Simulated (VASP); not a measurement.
# HCl4 (Pm-3m) in VASP: single point with PBE+D3(BJ)

Aim: the single point of HCl4 with PBE+D3(BJ).

Everything below comes from runs of VASP 6.6.1. Logs are shortened: lines on timing, memory, paths and dates and some standing lists are left out, and cuts for length are marked.

## Step 1: The cell of the first run

It takes space group Pm-3m (No. 221, cubic). Conventional cell: a = 4.375 Å, b = 4.375 Å, c = 4.375 Å, α = 90.00°, β = 90.00°, γ = 90.00°. H (site symmetry m-3m) has 6 Cl at 2.19 Å within 2.9 Å. Cl (site symmetry 4/mmm) has 2 H at 2.19 Å within 2.9 Å. Within 4.1 Å of Cl (site symmetry m-3m) lie 12 Cl at 3.09 Å and 8 H at 3.79 Å.

## Step 2: Single point, PBE+D3(BJ)

INCAR

```
SYSTEM = HCl4
  ALGO = Normal
  EDIFF = 1E-6
  ENCUT = 520
  GGA = PE
  ISIF = 2
  ISMEAR = 0
  IVDW = 12
  LASPH = .True.
  LCHARG = .False.
  LREAL = .False.
  LWAVE = .False.
  NBANDS = 22
  NELM = 100
  PREC = Accurate
  SIGMA = 0.1
```

KPOINTS

```
k-points
0
Gamma
  8 8 8
  0 0 0
```

POSCAR

```
HCl4
1.0
    4.3748615466      0.0000000000      0.0000000000
    0.0000000000      4.3748615466      0.0000000000
    0.0000000000      0.0000000000      4.3748615466
H Cl
1 4
Direct
    0.5000000000      0.5000000000      0.5000000000
    0.0000000000      0.5000000000      0.5000000000
    0.5000000000      0.0000000000      0.5000000000
    0.5000000000      0.5000000000      0.0000000000
    0.0000000000      0.0000000000      0.0000000000
```

Potentials or basis: VASP PAW PBE potentials, release 64 (H, Cl).

On the command line:

```sh
cat potpaw_PBE.64/H/POTCAR potpaw_PBE.64/Cl/POTCAR > POTCAR
mpirun -np 1 vasp_std > vasp.out
```

OUTCAR:

```text
SYSTEM = HCl4
   EDIFF = 1E-6
   ENCUT = 520
   GGA = PE
   ISIF = 2
   ISMEAR = 0
   IVDW = 12
   LASPH = .True.
   LREAL = .False.
   NELM = 100
   PREC = Accurate
 IVDW          = 12

 ion  position               nearest neighbor table
   1  0.500  0.500  0.500-
   2  0.000  0.500  0.500-
   3  0.500  0.000  0.500-
   4  0.500  0.500  0.000-
   5  0.000  0.000  0.000-

  LATTYP: Found a simple cubic cell.
 ALAT       =     4.3748615466

  Lattice vectors:

 A1 = (   4.3748615466,   0.0000000000,   0.0000000000)
 A2 = (   0.0000000000,   4.3748615466,   0.0000000000)
 A3 = (   0.0000000000,   0.0000000000,   4.3748615466)

Analysis of symmetry for initial positions (statically):
=====================================================================
 Subroutine PRICEL returns:
 Original cell was already a primitive cell.

 Routine SETGRP: Setting up the symmetry group for a
 simple cubic supercell.

 Subroutine GETGRP returns: Found 48 space group operations
 (whereof 48 operations were pure point group operations)
 out of a pool of 48 trial point group operations.

The static configuration has the point symmetry O_h .

Analysis of symmetry for dynamics (positions and initial velocities):
=====================================================================
 Subroutine PRICEL returns:
 Original cell was already a primitive cell.

 Routine SETGRP: Setting up the symmetry group for a
 simple cubic supercell.

 Subroutine GETGRP returns: Found 48 space group operations
 (whereof 48 operations were pure point group operations)
 out of a pool of 48 trial point group operations.

The dynamic configuration has the point symmetry O_h .

 Subroutine INISYM returns: Found 48 space group operations
 (whereof 48 operations are pure point group operations),
 and found     1 'primitive' translations

----------------------------------------------------------------------------------------

                                     Primitive cell

  volume of cell :      83.7323

  direct lattice vectors                    reciprocal lattice vectors
     4.374861547  0.000000000  0.000000000     0.228578662  0.000000000  0.000000000
     0.000000000  4.374861547  0.000000000     0.000000000  0.228578662  0.000000000
     0.000000000  0.000000000  4.374861547     0.000000000  0.000000000  0.228578662

  length of vectors
     4.374861547  4.374861547  4.374861547     0.228578662  0.228578662  0.228578662

  position of ions in fractional coordinates (direct lattice)
     0.500000000  0.500000000  0.500000000
     0.000000000  0.500000000  0.500000000
     0.500000000  0.000000000  0.500000000
     0.500000000  0.500000000  0.000000000
     0.000000000  0.000000000  0.000000000

  ion indices of the primitive-cell ions
   primitive index   ion index
                 1           1
                 2           2
                 3           3
                 4           4
                 5           5

----------------------------------------------------------------------------------------

 KPOINTS: k-points

Automatic generation of k-mesh.
 Grid dimensions read from file:
 generate k-points for:    8    8    8

 Generating k-lattice:

  Cartesian coordinates                     Fractional coordinates (reciprocal lattice)
     0.028572333  0.000000000  0.000000000     0.125000000  0.000000000  0.000000000
     0.000000000  0.028572333  0.000000000     0.000000000  0.125000000  0.000000000
     0.000000000  0.000000000  0.028572333     0.000000000  0.000000000  0.125000000

  Length of vectors
     0.028572333  0.028572333  0.028572333

  Shift w.r.t. Gamma in fractional coordinates (k-lattice)
     0.000000000  0.000000000  0.000000000

 Subroutine IBZKPT returns following result:
 ===========================================

 Found     35 irreducible k-points:

 Following reciprocal coordinates:
            Coordinates               Weight
  0.000000  0.000000  0.000000      1.000000
  0.125000  0.000000  0.000000      6.000000
  0.250000  0.000000  0.000000      6.000000
  0.375000  0.000000  0.000000      6.000000
  0.500000  0.000000  0.000000      3.000000
  0.125000  0.125000  0.000000     12.000000
[... 16 lines left out ...]
  0.375000  0.375000  0.125000     24.000000
  0.500000  0.375000  0.125000     24.000000
 [... further k-points ...]
   k-points           NKPTS =     35   k-points in BZ     NKDIM =     35   number of bands    NBANDS=     22
   number of dos      NEDOS =    301   number of ions     NIONS =      5
   total plane-waves  NPLWV =  46656
   dimension x,y,z NGX =    36 NGY =   36 NGZ =   36
   dimension x,y,z NGXF=    72 NGYF=   72 NGZF=   72
   ions per type =               1   4
   NGX,Y,Z   is equivalent  to a cutoff of  13.68, 13.68, 13.68 a.u.
   NGXF,Y,Z  is equivalent  to a cutoff of  27.36, 27.36, 27.36 a.u.
 SYSTEM =  HCl4
   PREC   = accura    normal or accurate (medium, high low for compatibility)
   ISTART =      0    job   : 0-new  1-cont  2-samecut
   ICHARG =      2    charge: 1-file 2-atom 10-const
   ISPIN  =      1    spin polarized calculation?
   LNONCOLLINEAR =      F non collinear calculations
   LSORBIT =      F    spin-orbit coupling
   LASPH  =      T    aspherical Exc in radial PAW
   ENCUT  =  520.0 eV  38.22 Ry    6.18 a.u.   8.13  8.13  8.13*2*pi/ulx,y,z
   NELM   =    100;   NELMIN=  2; NELMDL= -5     # of ELM steps
   EDIFF  = 0.1E-05   stopping-criterion for ELM
   LREAL  =      F    real-space projection
   EDIFFG = 0.1E-04   stopping-criterion for IOM
   NSW    =      0    number of steps for IOM
   IBRION =     -1    ionic relax: 0-MD 1-quasi-New 2-CG
   NFREE  =      0    steps in history (QN), initial steepest desc. (CG)
   ISIF   =      2    stress and relaxation
   ISYM   =      2    0-nonsym 1-usesym 2-fastsym
   POTIM  = 0.5000    time-step for ionic-motion
   TEBEG  =    0.0;   TEEND  =   0.0 temperature during run
   PSTRESS=    0.0 pullay stress
   NELECT =      29.0000    total number of electrons
   NUPDOWN=      -1.0000    fix difference up-down
   EMIN   =  10.00;   EMAX   =-10.00  energy-range for DOS
   EFERMI =   0.00;   METHOD = LEGACY
   ISMEAR =     0;   SIGMA  =   0.10  broadening in eV -4-tet -1-fermi 0-gaus
   EFERMI_NEDOS =   21; number of points for ismear=-14 and -15
   IALGO  =     38    algorithm
   IMIX   =      4    mixing-type and parameters
     AMIX     =   0.40;   BMIX     =  1.00
     AMIX_MAG =   1.60;   BMIX_MAG =  1.00
  volume/ion in A,a.u.               =      16.75       113.01
  Fermi-wavevector in a.u.,A,eV,Ry     =   1.149679  2.172578 17.983654  1.321761
  Thomas-Fermi vector in A             =   2.286347
   LORBIT       =      0    0 simple, 1 ext, 2 COOP (PROOUT), +10 PAW based schemes
   GGA     = PE    functional components
   LHFCALC =     F    Hartree Fock is set to
   AEXX    =    0.0000 exact exchange contribution
   IVDW    =    12    specifies the selected vdW correction
   LEPSILON=     F    determine dielectric tensor
   LRPA    =     F    only Hartree local field effects (RPA)
 non-spin polarized calculation
 Gauss-broadening in eV      SIGMA  =   0.10
  energy-cutoff  :      520.00
  volume of cell :       83.73
 maximum number of plane-waves:      2301
 NGX is ok and might be reduce to    36
   NGX = 17   NGY = 17   NGZ = 17

 number of electron      29.0000003 magnetization

 Free energy of the ion-electron system (eV)
  ---------------------------------------------------
  ext. energy  EPLUGINS =         0.00000000
  ---------------------------------------------------
  free energy    TOTEN  =        -6.55400335 eV

  energy without entropy =       -6.52437418  energy(sigma->0) =       -6.53918876

 E-fermi :   2.3290     XC(G=0):  -9.8533

 val. band max:        2.3043218726   @ k =   0.5000   0.3750   0.3750
 cond. band min:       2.3437828437   @ k =   0.3750   0.0000   0.0000
 fundamental gap:      0.0394609711
 Fermi energy:         2.3290493633

 k-point     1 :       0.0000    0.0000    0.0000
  band No.  band energies     occupation
      1     -13.3396      2.00000
      2     -10.9473      2.00000
      3     -10.9404      2.00000
      4     -10.9404      2.00000
      5      -1.9768      2.00000
      6      -1.9768      2.00000
[... 14 lines left out ...]
     21      11.2493      0.00000
     22      11.2493      0.00000

 k-point     2 :       0.1250    0.0000    0.0000
  band No.  band energies     occupation
      1     -13.2695      2.00000
      2     -11.0643      2.00000
      3     -10.9357      2.00000
      4     -10.9355      2.00000
      5      -1.8947      2.00000
      6      -1.8947      2.00000
[... 14 lines left out ...]
     21      11.5908      0.00000
     22      11.5908      0.00000

 k-point     3 :       0.2500    0.0000    0.0000
  band No.  band energies     occupation
      1     -13.0643      2.00000
      2     -11.3893      2.00000
      3     -10.9244      2.00000
      4     -10.9123      2.00000
      5      -1.6535      2.00000
      6      -1.6535      2.00000
[... 14 lines left out ...]
     21      12.5367      0.00000
     22      12.5367      0.00000
[... 476 lines left out ...]
 k-point    23 :       0.3750    0.3750    0.1250
  band No.  band energies     occupation
      1     -12.1921      2.00000
      2     -11.5231      2.00000
      3     -11.4933      2.00000
      4     -11.1827      2.00000
      5      -3.1550      2.00000
      6      -1.3425      2.00000
[... 14 lines left out ...]
     21      13.7683      0.00000
     22      13.9102      0.00000

 k-point    24 :       0.5000    0.3750    0.1250
  band No.  band energies     occupation
      1     -11.9330      2.00000
      2     -11.7830      2.00000
      3     -11.3801      2.00000
      4     -11.2978      2.00000
      5      -3.2713      2.00000
      6      -1.3836      2.00000
[... 14 lines left out ...]
     21      13.8349      0.00000
     22      14.2966      0.00000

 [... further k-points ...]

------------------------ aborting loop because EDIFF is reached ----------------------------------------

 Edisp (eV)   -1.04380

 E8    (eV) :    -0.3430

  FORCE on cell =-STRESS in cart. coord.  units (eV):
  Direction    XX          YY          ZZ          XY          YZ          ZX
  --------------------------------------------------------------------------------------
  -------------------------------------------------------------------------------------
  Total      -0.05121    -0.05121    -0.05121     0.00000     0.00000    -0.00000
  in kB      -0.97987    -0.97987    -0.97987     0.00000     0.00000    -0.00000
  external pressure =       -0.98 kB  Pullay stress =        0.00 kB

 VOLUME and BASIS-vectors are now :
 -----------------------------------------------------------------------------
  energy-cutoff  :      520.00
  volume of cell :       83.73
      direct lattice vectors                 reciprocal lattice vectors
     4.374861547  0.000000000  0.000000000     0.228578662  0.000000000  0.000000000
     0.000000000  4.374861547  0.000000000     0.000000000  0.228578662  0.000000000
     0.000000000  0.000000000  4.374861547     0.000000000  0.000000000  0.228578662

 POSITION                                       TOTAL-FORCE (eV/Angst)
 -----------------------------------------------------------------------------------
      2.18743      2.18743      2.18743         0.000000      0.000000      0.000000
      0.00000      2.18743      2.18743         0.000000      0.000000      0.000000
      2.18743      0.00000      2.18743         0.000000      0.000000      0.000000
      2.18743      2.18743      0.00000         0.000000      0.000000      0.000000
      0.00000      0.00000      0.00000         0.000000      0.000000      0.000000
 -----------------------------------------------------------------------------------
    total drift:                                0.000000      0.000000      0.000000

  FREE ENERGIE OF THE ION-ELECTRON SYSTEM (eV)
  ---------------------------------------------------
  free  energy   TOTEN  =        -7.5977997885 eV

  energy  without entropy=       -7.5681706200  energy(sigma->0) =       -7.58298520
```

It took 19 s on 1 thread of Intel Xeon 6975P-C (Granite Rapids), shared host; peak memory 0.22 GiB.

Results:

```yaml
Free_energy: -7.5978 eV
Pressure: -0.1 GPa
Band_gap_on_the_k_mesh: zero (an odd number of electrons rules out a gap without spin polarisation)
Dispersion_energy_per_atom: -0.209 eV
```

Levels at points of the mesh, in eV from the Fermi level:
| k point | band 11 | band 12 | band 13 | band 14 | band 15 | band 16 | band 17 | band 18 |
| --- | --- | --- | --- | --- | --- | --- | --- | --- |
| (0.00, 0.00, 0.00) | -1.10 | -1.10 | -1.10 | -0.62 | 0.68 | 0.68 | 0.68 | 7.98 |
| (0.50, 0.00, 0.00) | -1.74 | -1.58 | -0.48 | -0.48 | -0.27 | -0.27 | 2.70 | 10.42 |
| (0.50, 0.50, 0.00) | -1.80 | -1.74 | -0.21 | 0.11 | 0.11 | 0.12 | 3.87 | 10.84 |
| (0.50, 0.50, 0.50) | 0.15 | 0.15 | 0.15 | 0.16 | 0.16 | 0.16 | 4.98 | 9.38 |

Caveat: an odd number of electrons without spin polarisation forces a metal; a magnetic or distorted state may lie lower.
